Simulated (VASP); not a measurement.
Runs of VASP 6.6.1 on Pt. The structure is that of space group P6_3/mmc (No. 194), or close to it. The cells are those of the table. 

```csv
cell,further INCAR settings,gap on the mesh (eV),pressure (GPa),largest force (eV/Å)
"a = 2.483, b = 2.587, c = 4.781 Å, angles 90.0, 90.0, 118.7°, 2 atoms",ALGO = Fast; EDIFF = 1e-07; NBANDS = 17,none,65.8,0.01
"a = 2.759, b = 2.656, c = 4.781 Å, angles 90.0, 90.0, 121.3°, 2 atoms",ALGO = Fast; EDIFF = 1e-06; NBANDS = 17,none,15.6,0.03
"a = 2.621, b = 2.518, c = 4.781 Å, angles 90.0, 90.0, 121.4°, 2 atoms",ALGO = Fast; EDIFF = 1e-07; NBANDS = 17,none,65.7,0.03
"a = 2.483, b = 2.380, c = 4.781 Å, angles 90.0, 90.0, 121.4°, 2 atoms",ALGO = Fast; EDIFF = 1e-07; NBANDS = 17,none,(b),0.01
"a = 3.034, b = 3.034, c = 4.781 Å, angles 90.0, 90.0, 120.0°, 2 atoms",ALGO = Fast; EDIFF = 1e-06; NBANDS = 17,none,(a),-
```

Alike in all rows: task single point; level PBE; potentials or basis VASP PAW PBE potentials, release 64 (Pt); no spin polarisation; k mesh 18 × 18 × 10; cutoff (eV) 520; smearing gaussian 0.15 eV.

Estimate the missing entries.

(a) -27.0; (b) 158.0.

Caveats: spin-orbit coupling is left out, which moves the levels of the heavy elements.

A k mesh can miss the band edges, and the runs leave out spin-orbit coupling on Pt.

A gap of «none» marks levels without a gap at the run's occupations.
